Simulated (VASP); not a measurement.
# HfSi3 (Fm-3m) in VASP: further runs, part 2 of 2

VASP 6.6.1. The steps go on from the part before.

## Step 4: Relaxation of cell and atoms, PBE

This run uses another cell than the first one, of 19.54 Å³/atom, 1.149 times its volume.

Contents of INCAR:

```
ALGO     = Normal         # electronic algorithm
EDIFF    = 1E-6           # SCF threshold, eV
EDIFFG   = -0.04          # ionic threshold
ENCUT    = 600            # plane-wave cutoff, eV
GGA      = PE             # functional
IBRION   = 2              # ionic algorithm
ISIF     = 3              # what is computed and relaxed
ISMEAR   = 0              # smearing method
LASPH    = True           # aspherical terms in the spheres
LCHARG   = False          # write CHGCAR
LREAL    = False          # projectors in reciprocal space
LWAVE    = False          # write WAVECAR
NELM     = 100            # most SCF steps
NSW      = 90             # ionic steps
PREC     = Accurate       # precision mode
SIGMA    = 0.1            # smearing width, eV
```

Contents of KPOINTS:

```
k-points
0
Gamma
  4 4 4
```

Contents of POSCAR:

```
HfSi3
1.0
    0.0000000000      3.3933861800      3.3933861800
    3.3933861800      0.0000000000      3.3933861800
    3.3933861800      3.3933861800      0.0000000000
Hf Si
1 3
Direct
    0.5000000000      0.5000000000      0.5000000000
    0.0000000000      0.0000000000      0.0000000000
    0.7500000000      0.7500000000      0.7500000000
    0.2500000000      0.2500000000      0.2500000000
```

On the command line:

```bash
cat potpaw_PBE.64/Hf_pv/POTCAR potpaw_PBE.64/Si/POTCAR > POTCAR
mpirun -np 1 vasp_std > vasp.out
```

It took 21 s on 1 thread of AMD EPYC 9R45 (Zen 5), shared host; peak memory 0.21 GiB.

It converged, with:

| Item | Value |
| --- | --- |
| Free energy | -24.9273 eV |
| Relaxed volume | 16.92 Å³/atom |
| Relaxed cell | a = 4.574 Å, b = 4.574 Å, c = 4.574 Å, α = 60.00°, β = 60.00°, γ = 60.00° |
| Space group after relaxing (to 0.05 Å) | Fm-3m (No. 225) |
| Energy gained by relaxing | 93.2 meV/atom |
| Ionic steps | 3 |
| Pressure after relaxing | 0.1 GPa |
| Band gap on the k mesh | zero (band 11 reaches 8.17 eV, above the bottom of band 12 at 6.22 eV) |

Step by step:
| step | energy change (eV) | largest force (eV/Å) | pressure (GPa) | volume (Å³) |
| --- | --- | --- | --- | --- |
| 1 | 0.0000 | 0.0000 | -10.07 | 78.15 |
| 2 | -0.3392 | 0.0000 | 4.10 | 65.06 |
| 3 | -0.3726 | 0.0000 | 0.06 | 67.68 |

Final structure:
```xyz
4
Lattice="0.0000 3.2346 3.2346 3.2346 0.0000 3.2346 3.2346 3.2346 0.0000" Properties=species:S:1:pos:R:3 pbc="T T T"
Hf    3.2346    3.2346    3.2346
Si    0.0000    0.0000    0.0000
Si    4.8518    4.8518    4.8518
Si    1.6173    1.6173    1.6173
```

Levels at points of the mesh, in eV from the Fermi level:
| k point | band 8 | band 9 | band 10 | band 11 | band 12 | band 13 | band 14 | band 15 |
| --- | --- | --- | --- | --- | --- | --- | --- | --- |
| (0.00, 0.00, 0.00) | -3.93 | -2.23 | -1.81 | -1.81 | -1.81 | -0.48 | -0.48 | 2.55 |
| (0.50, 0.00, 0.00) | -4.40 | -2.06 | -1.46 | -1.46 | -0.06 | -0.06 | 3.25 | 4.18 |
| (0.50, 0.50, 0.00) | -4.79 | -3.18 | -0.09 | -0.09 | 1.04 | 2.58 | 3.70 | 4.34 |

Caveat: the k points lie up to 0.42 Å⁻¹ apart in the final cell; spin-orbit coupling is left out, which moves the levels of the heavy elements.

## Step 5: Single point, PBE

This run uses another cell than the first one, of 16.83 Å³/atom, 0.989 times its volume.

Contents of INCAR:

```
SYSTEM = HfSi3
PREC = Accurate
ENCUT = 520
EDIFF = 1E-6
ISMEAR = 0
SIGMA = 0.1
LREAL = .FALSE.
LASPH = .TRUE.
NELM = 80
ALGO = Normal
ISIF = 2
LWAVE = .FALSE.
LCHARG = .TRUE.
GGA = PE
LELF = .TRUE.
LVHAR = .TRUE.
NBANDS = 19
```

Contents of KPOINTS:

```
Automatic mesh
0
G
  12 12 12
  0 0 0
```

Contents of POSCAR:

```
HfSi3
1.0
    0.0000000000      3.2285481900      3.2285481900
    3.2285481900      0.0000000000      3.2285481900
    3.2285481900      3.2285481900      0.0000000000
Hf Si
1 3
Direct
    0.5000000000      0.5000000000      0.5000000000
    0.0000000000      0.0000000000      0.0000000000
    0.7500000000      0.7500000000      0.7500000000
    0.2500000000      0.2500000000      0.2500000000
```

Potentials or basis: VASP PAW PBE potentials, release 64 (Hf_pv, Si).

On the command line:

```bash
cat potpaw_PBE.64/Hf_pv/POTCAR potpaw_PBE.64/Si/POTCAR > POTCAR
mpirun -np 1 vasp_std > vasp.out
```

OUTCAR:

```text
SYSTEM = HfSi3
   PREC = Accurate
   ENCUT = 520
   EDIFF = 1E-6
   ISMEAR = 0
   LREAL = .FALSE.
   LASPH = .TRUE.
   NELM = 80
   ISIF = 2
   GGA = PE

 ion  position               nearest neighbor table
   1  0.500  0.500  0.500-   3 2.80   4 2.80   4 2.80   4 2.80   4 2.80   3 2.80   3 2.80   3 2.80
                             2 3.23   2 3.23   2 3.23   2 3.23   2 3.23   2 3.23
   2  0.000  0.000  0.000-   3 2.80   4 2.80   3 2.80   3 2.80   3 2.80   4 2.80   4 2.80   4 2.80
                             1 3.23   1 3.23   1 3.23   1 3.23   1 3.23   1 3.23
   3  0.750  0.750  0.750-   1 2.80   2 2.80   1 2.80   1 2.80   1 2.80   2 2.80   2 2.80   2 2.80

   4  0.250  0.250  0.250-   1 2.80   2 2.80   2 2.80   2 2.80   2 2.80   1 2.80   1 2.80   1 2.80

  LATTYP: Found a face centered cubic cell.
 ALAT       =     6.4570963800

  Lattice vectors:

 A1 = (   0.0000000000,   3.2285481900,   3.2285481900)
 A2 = (   3.2285481900,   0.0000000000,   3.2285481900)
 A3 = (   3.2285481900,   3.2285481900,   0.0000000000)

Analysis of symmetry for initial positions (statically):
=====================================================================
 Subroutine PRICEL returns:
 Original cell was already a primitive cell.

 Routine SETGRP: Setting up the symmetry group for a
 face centered cubic supercell.

 Subroutine GETGRP returns: Found 48 space group operations
 (whereof 48 operations were pure point group operations)
 out of a pool of 48 trial point group operations.

The static configuration has the point symmetry O_h .

Analysis of symmetry for dynamics (positions and initial velocities):
=====================================================================
 Subroutine PRICEL returns:
 Original cell was already a primitive cell.

 Routine SETGRP: Setting up the symmetry group for a
 face centered cubic supercell.

 Subroutine GETGRP returns: Found 48 space group operations
 (whereof 48 operations were pure point group operations)
 out of a pool of 48 trial point group operations.

The dynamic configuration has the point symmetry O_h .

 Subroutine INISYM returns: Found 48 space group operations
 (whereof 48 operations are pure point group operations),
 and found     1 'primitive' translations

----------------------------------------------------------------------------------------

                                     Primitive cell

  volume of cell :      67.3057

  direct lattice vectors                    reciprocal lattice vectors
     0.000000000  3.228548190  3.228548190    -0.154868371  0.154868371  0.154868371
     3.228548190  0.000000000  3.228548190     0.154868371 -0.154868371  0.154868371
     3.228548190  3.228548190  0.000000000     0.154868371  0.154868371 -0.154868371

  length of vectors
     4.565856637  4.565856637  4.565856637     0.268239888  0.268239888  0.268239888

  position of ions in fractional coordinates (direct lattice)
     0.500000000  0.500000000  0.500000000
     0.000000000  0.000000000  0.000000000
     0.750000000  0.750000000  0.750000000
     0.250000000  0.250000000  0.250000000

  ion indices of the primitive-cell ions
   primitive index   ion index
                 1           1
                 2           2
                 3           3
                 4           4

----------------------------------------------------------------------------------------

 KPOINTS: Automatic mesh

Automatic generation of k-mesh.
 Grid dimensions read from file:
 generate k-points for:   12   12   12

 Generating k-lattice:

  Cartesian coordinates                     Fractional coordinates (reciprocal lattice)
    -0.012905698  0.012905698  0.012905698     0.083333333  0.000000000  0.000000000
     0.012905698 -0.012905698  0.012905698     0.000000000  0.083333333  0.000000000
     0.012905698  0.012905698 -0.012905698     0.000000000  0.000000000  0.083333333

  Length of vectors
     0.022353324  0.022353324  0.022353324

  Shift w.r.t. Gamma in fractional coordinates (k-lattice)
     0.000000000  0.000000000  0.000000000

 Subroutine IBZKPT returns following result:
 ===========================================

 Found     72 irreducible k-points:

 Following reciprocal coordinates:
            Coordinates               Weight
  0.000000  0.000000  0.000000      1.000000
  0.083333  0.000000  0.000000      8.000000
  0.166667  0.000000  0.000000      8.000000
  0.250000  0.000000  0.000000      8.000000
  0.333333  0.000000  0.000000      8.000000
  0.416667  0.000000  0.000000      8.000000
[... 16 lines left out ...]
  0.500000  0.166667  0.000000     24.000000
 -0.416667  0.166667  0.000000     24.000000
 [... further k-points ...]
   k-points           NKPTS =     72   k-points in BZ     NKDIM =     72   number of bands    NBANDS=     19
   number of dos      NEDOS =    301   number of ions     NIONS =      4
   total plane-waves  NPLWV =  46656
   dimension x,y,z NGX =    36 NGY =   36 NGZ =   36
   dimension x,y,z NGXF=    72 NGYF=   72 NGZF=   72
   ions per type =               1   3
   NGX,Y,Z   is equivalent  to a cutoff of  13.11, 13.11, 13.11 a.u.
   NGXF,Y,Z  is equivalent  to a cutoff of  26.22, 26.22, 26.22 a.u.
 SYSTEM =  HfSi3
   PREC   = accura    normal or accurate (medium, high low for compatibility)
   ISTART =      0    job   : 0-new  1-cont  2-samecut
   ICHARG =      2    charge: 1-file 2-atom 10-const
   ISPIN  =      1    spin polarized calculation?
   LNONCOLLINEAR =      F non collinear calculations
   LSORBIT =      F    spin-orbit coupling
   LASPH  =      T    aspherical Exc in radial PAW
   ENCUT  =  520.0 eV  38.22 Ry    6.18 a.u.   8.49  8.49  8.49*2*pi/ulx,y,z
   NELM   =     80;   NELMIN=  2; NELMDL= -5     # of ELM steps
   EDIFF  = 0.1E-05   stopping-criterion for ELM
   LREAL  =      F    real-space projection
   EDIFFG = 0.1E-04   stopping-criterion for IOM
   NSW    =      0    number of steps for IOM
   IBRION =     -1    ionic relax: 0-MD 1-quasi-New 2-CG
   NFREE  =      0    steps in history (QN), initial steepest desc. (CG)
   ISIF   =      2    stress and relaxation
   ISYM   =      2    0-nonsym 1-usesym 2-fastsym
   POTIM  = 0.5000    time-step for ionic-motion
   TEBEG  =    0.0;   TEEND  =   0.0 temperature during run
   PSTRESS=    0.0 pullay stress
   NELECT =      22.0000    total number of electrons
   NUPDOWN=      -1.0000    fix difference up-down
   EMIN   =  10.00;   EMAX   =-10.00  energy-range for DOS
   EFERMI =   0.00;   METHOD = LEGACY
   ISMEAR =     0;   SIGMA  =   0.10  broadening in eV -4-tet -1-fermi 0-gaus
   EFERMI_NEDOS =   21; number of points for ismear=-14 and -15
   IALGO  =     38    algorithm
   IMIX   =      4    mixing-type and parameters
     AMIX     =   0.40;   BMIX     =  1.00
     AMIX_MAG =   1.60;   BMIX_MAG =  1.00
  volume/ion in A,a.u.               =      16.83       113.55
  Fermi-wavevector in a.u.,A,eV,Ry     =   1.127713  2.131068 17.303016  1.271736
  Thomas-Fermi vector in A             =   2.264400
   LORBIT       =      0    0 simple, 1 ext, 2 COOP (PROOUT), +10 PAW based schemes
   GGA     = PE    functional components
   LHFCALC =     F    Hartree Fock is set to
   AEXX    =    0.0000 exact exchange contribution
   IVDW    =     0    specifies the selected vdW correction
   LEPSILON=     F    determine dielectric tensor
   LRPA    =     F    only Hartree local field effects (RPA)
 non-spin polarized calculation
 Gauss-broadening in eV      SIGMA  =   0.10
  energy-cutoff  :      520.00
  volume of cell :       67.31
 maximum number of plane-waves:      1837
 NGX is ok and might be reduce to    36
   NGX = 17   NGY = 17   NGZ = 17

 number of electron      21.9999999 magnetization

 Free energy of the ion-electron system (eV)
  ---------------------------------------------------
  ext. energy  EPLUGINS =         0.00000000
  ---------------------------------------------------
  free energy    TOTEN  =       -24.92274950 eV

  energy without entropy =      -24.90077331  energy(sigma->0) =      -24.91176140

 E-fermi :   8.0705     XC(G=0): -11.1228

 val. band max:        8.0436849310   @ k =   0.5000   0.1667   0.0833
 cond. band min:       8.0715335280   @ k =   0.3333   0.1667   0.0833
 fundamental gap:      0.0278485970
 Fermi energy:         8.0705234813

 k-point     1 :       0.0000    0.0000    0.0000
  band No.  band energies     occupation
      1     -22.7827      2.00000
      2     -22.7827      2.00000
      3     -22.7827      2.00000
      4      -4.4289      2.00000
      5       3.8372      2.00000
      6       4.1336      2.00000
[... 505 lines left out ...]
      6       1.6036      2.00000
[... 11 lines left out ...]
     18      13.2037      0.00000
     19      13.5473      0.00000

 [... further k-points ...]
[... 5 lines left out ...]
  --------------------------------------------------------------------------------------
  -------------------------------------------------------------------------------------
  Total       -0.0869808     -0.0869808     -0.0869808      0.0000000      0.0000000      0.0000000
  in kB       -2.0705336     -2.0705336     -2.0705336      0.0000000      0.0000000      0.0000000
  external PRESSURE =      -2.0705336 kB  Pullay stress =       0.0000000 kB

 VOLUME and BASIS-vectors are now :
 -----------------------------------------------------------------------------
  energy-cutoff  :      520.00
  volume of cell :       67.31
      direct lattice vectors                 reciprocal lattice vectors
     0.000000000  3.228548190  3.228548190    -0.154868371  0.154868371  0.154868371
     3.228548190  0.000000000  3.228548190     0.154868371 -0.154868371  0.154868371
     3.228548190  3.228548190  0.000000000     0.154868371  0.154868371 -0.154868371

 POSITION                                       TOTAL-FORCE (eV/Angst)
 -----------------------------------------------------------------------------------
      3.22855      3.22855      3.22855        -0.000000     -0.000000     -0.000000
      0.00000      0.00000      0.00000        -0.000000     -0.000000     -0.000000
      4.84282      4.84282      4.84282         0.000000      0.000000      0.000000
      1.61427      1.61427      1.61427         0.000000     -0.000000     -0.000000
 -----------------------------------------------------------------------------------
    total drift:                                0.000000      0.000000      0.000000

  FREE ENERGIE OF THE ION-ELECTRON SYSTEM (eV)
  ---------------------------------------------------
  free  energy   TOTEN  =       -24.9227494982 eV

  energy  without entropy=      -24.9007733082  energy(sigma->0) =      -24.91176140
```

OSZICAR:

```text
N       E                     dE             d eps       ncg     rms          rms(c)
DAV:   1     0.451708502674E+02    0.45171E+02   -0.10485E+04  2736   0.101E+03
DAV:   2    -0.231962116340E+02   -0.68367E+02   -0.66528E+02  3418   0.201E+02
DAV:   3    -0.257913609724E+02   -0.25951E+01   -0.25462E+01  3539   0.270E+01
DAV:   4    -0.258161211971E+02   -0.24760E-01   -0.24727E-01  3435   0.311E+00
DAV:   5    -0.258163229178E+02   -0.20172E-03   -0.20171E-03  3443   0.288E-01    0.380E+01
DAV:   6    -0.249693005205E+02    0.84702E+00   -0.26746E+00  3128   0.645E+00    0.251E+01
DAV:   7    -0.249266280538E+02    0.42672E-01   -0.26658E-01  3416   0.270E+00    0.498E+00
DAV:   8    -0.249234287977E+02    0.31993E-02   -0.11068E-02  3135   0.516E-01    0.613E-01
DAV:   9    -0.249227677940E+02    0.66100E-03   -0.46817E-03  3359   0.279E-01    0.184E-01
DAV:  10    -0.249227460525E+02    0.21741E-04   -0.37106E-04  3130   0.921E-02    0.809E-02
DAV:  11    -0.249227505412E+02   -0.44886E-05   -0.16605E-05  3523   0.213E-02    0.249E-02
DAV:  12    -0.249227494594E+02    0.10818E-05   -0.18637E-06  2408   0.547E-03    0.100E-02
DAV:  13    -0.249227494982E+02   -0.38863E-07   -0.31807E-07  1767   0.304E-03
   1 F= -.24922749E+02 E0= -.24911761E+02  d E =-.219762E-01
```

Wall time 46 s (1 thread of AMD EPYC 9R45 (Zen 5), shared host); peak memory 0.22 GiB.

What came out:

| Quantity | Value |
| --- | --- |
| Free energy | -24.9227 eV |
| Pressure | -0.2 GPa |
| Band gap on the k mesh | zero (band 11 reaches 8.47 eV, above the bottom of band 12 at 6.27 eV) |

Caveat: spin-orbit coupling is left out, which moves the levels of the heavy elements.

## Step 6: Relaxation of cell and atoms, PBE

Contents of INCAR:

```
SYSTEM = HfSi3
PREC = Accurate ; ENCUT = 600
EDIFF = 1E-6 ; ISMEAR = 0
SIGMA = 0.1 ; LREAL = .FALSE.
LASPH = .TRUE. ; NELM = 100
ALGO = Normal ; ISIF = 3
LWAVE = .FALSE. ; LCHARG = .FALSE.
GGA = PE ; IBRION = 2
NSW = 100 ; EDIFFG = -0.01
```

Contents of KPOINTS:

```
regular mesh
0
G
  12 12 12
  0 0 0
```

Contents of POSCAR:

```
HfSi3
1.0
    0.0000000000      3.2402073931      3.2402073931
    3.2402073931      0.0000000000      3.2402073931
    3.2402073931      3.2402073931      0.0000000000
Hf Si
1 3
Direct
    0.5000000000      0.5000000000      0.5000000000
    0.0000000000      0.0000000000      0.0000000000
    0.7500000000      0.7500000000      0.7500000000
    0.2500000000      0.2500000000      0.2500000000
```

Potentials or basis: VASP PAW PBE potentials, release 64 (Hf_pv, Si).

On the command line:

```bash
cat potpaw_PBE.64/Hf_pv/POTCAR potpaw_PBE.64/Si/POTCAR > POTCAR
mpirun -np 1 vasp_std > vasp.out
```

It used 510 s of CPU time on 1 thread of AMD EPYC 7R13 Processor (Zen 3), on a shared host.

It converged, with:

| Item | Value |
| --- | --- |
| Free energy | -24.9233 eV |
| Relaxed volume | 16.79 Å³/atom |
| Relaxed cell | a = 4.563 Å, b = 4.563 Å, c = 4.563 Å, α = 60.00°, β = 60.00°, γ = 60.00° |
| Space group after relaxing (to 0.05 Å) | Fm-3m (No. 225) |
| Energy gained by relaxing | 0.8 meV/atom |
| Ionic steps | 3 |
| Pressure after relaxing | 0.0 GPa |
| Band gap on the k mesh | zero (band 11 reaches 8.49 eV, above the bottom of band 12 at 6.29 eV) |

The path:
```tsv
step	energy change (eV)	largest force (eV/Å)	pressure (GPa)	volume (Å³)
1	0.0000	0.0000	-1.18	68.04
2	-0.0027	0.0000	0.49	66.81
3	-0.0033	0.0000	0.00	67.16
```

Final structure:
```xyz
4
Lattice="0.0000 3.2263 3.2263 3.2263 0.0000 3.2263 3.2263 3.2263 0.0000" Properties=species:S:1:pos:R:3 pbc="T T T"
Hf    3.2263    3.2263    3.2263
Si    0.0000    0.0000    0.0000
Si    4.8394    4.8394    4.8394
Si    1.6131    1.6131    1.6131
```

Levels at points of the mesh, in eV from the Fermi level:
```
           k point  band 9  band 10  band 11  band 12  band 13  band 14
(0.00, 0.00, 0.00)   -2.16    -1.80    -1.80    -1.80    -0.46    -0.46
(0.50, 0.00, 0.00)   -2.04    -1.46    -1.46    -0.03    -0.03     3.29
(0.50, 0.50, 0.00)   -3.16    -0.06    -0.06     1.08     2.66     3.77
```

Caveat: spin-orbit coupling is left out, which moves the levels of the heavy elements.

## Step 7: The runs side by side

| task | cell | k mesh | cutoff (eV) | gap on the mesh (eV) | pressure (GPa) | relaxed volume (Å³/atom) |
| --- | --- | --- | --- | --- | --- | --- |
| single point | a = 4.582 Å, angles 60.0°, 4 atoms | 4 × 4 × 4 | 520 | none | -0.5 | - |
| single point | a = 4.799 Å, angles 60.0°, 4 atoms | 4 × 4 × 4 | 520 | none | -10.1 | - |
| relaxation of cell and atoms | relaxed from a = 4.799 Å, angles 60.0°, 4 atoms | 4 × 4 × 4 | 600 | none | 0.1 | 16.92 |
| single point | a = 4.566 Å, angles 60.0°, 4 atoms | 12 × 12 × 12 | 520 | none | -0.2 | - |
| relaxation of cell and atoms | relaxed from a = 4.582 Å, angles 60.0°, 4 atoms | 12 × 12 × 12 | 600 | none | 0.0 | 16.79 |

Alike in all rows: level PBE; potentials or basis VASP PAW PBE potentials, release 64 (Hf_pv, Si); no spin polarisation; smearing gaussian 0.1 eV.

Caveats: some runs use coarse meshes; spin-orbit coupling is left out, which moves the levels of the heavy elements.

Total energies depend on the potentials used, so only differences within one code and one set of settings carry meaning.
